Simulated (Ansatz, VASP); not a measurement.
## CdI2: VASP beside Ansatz

```
Cd I
1.0
     4.21552    0.00000    0.00000
    -2.10776    3.65074    0.00000
     0.00000    0.00000    6.81297
Cd I
1 2
Direct
  0.00000 0.00000 0.00000
  0.33333 0.66667 0.24920
  0.66667 0.33333 0.75080
```

Change from the starting cell: volume scaled by 0.98.

Alike in both runs: task single point; functional PBEsol; k mesh 8 × 8 × 5; occupations fermi-dirac, width 0.03 eV; no spin polarisation.

|  | VASP | Ansatz |
| --- | --- | --- |
| version | VASP 6.6.1 | Ansatz 0.2.0 |
| potentials or method | VASP PAW PBE potentials, release 64 (Cd, I), cutoff 500 eV | all-electron LAPW, scalar-relativistic |

Ansatz gave:

- gap on the k mesh at the Fermi level (eV): 2.31
- pressure (GPa): 0.3
- traceless stress, the component that is largest in VASP (GPa): 0.11
- rms of the force components (eV/Å): 0.009

Q: What did VASP give for the same quantities?

A: gap on the k mesh at the Fermi level (eV): 2.30; pressure (GPa): 0.4; traceless stress, the component that is largest in VASP (GPa): 0.10; rms of the force components (eV/Å): 0.021.

VASP's potentials were made for PBE, not for PBEsol. Atom by atom the forces differ by 0.012 eV/Å (rms over components). Ansatz ran all-electron here, and VASP with PAW potentials.

Spin-orbit coupling is off throughout.
